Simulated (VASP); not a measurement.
CdSe:

```
CELL_PARAMETERS angstrom
0.00000 3.07027 3.07027
3.07027 0.00000 3.07027
3.07027 3.07027 0.00000
ATOMIC_POSITIONS crystal
Cd 0.00000 0.00000 0.00000
Se 0.25000 0.25000 0.25000
```

- Program: VASP 6.6.1
- Task: relaxation of cell and atoms
- Functional: PBE
- Potentials or basis: VASP PAW PBE potentials, release 64 (Cd, Se)
- Cutoff: 600 eV
- k mesh: 10 × 10 × 10
- Occupations: gaussian, width 0.02 eV
- Spin: no spin polarisation

At the start: pressure 1.5 GPa; volume 28.94 Å³/atom.

Question: Where does the relaxation end?

Answer: Over 3 steps the energy falls by 4.3 meV/atom and the volume is 29.87 Å³/atom (+3.2 %); space group F-43m (No. 216, to 0.1 Å) before and after.

The path:
```tsv
step	energy change (eV)	largest force (eV/Å)	pressure (GPa)	volume (Å³)
1	0.0000	0.0000	1.52	57.88
2	-0.0080	0.0000	-0.35	60.22
3	-0.0086	0.0000	0.00	59.74
```

Final structure:
```xyz
2
Lattice="0.0000 3.1028 3.1028 3.1028 0.0000 3.1028 3.1028 3.1028 0.0000" Properties=species:S:1:pos:R:3 pbc="T T T"
Cd    0.0000    0.0000    0.0000
Se    1.5514    1.5514    1.5514
```
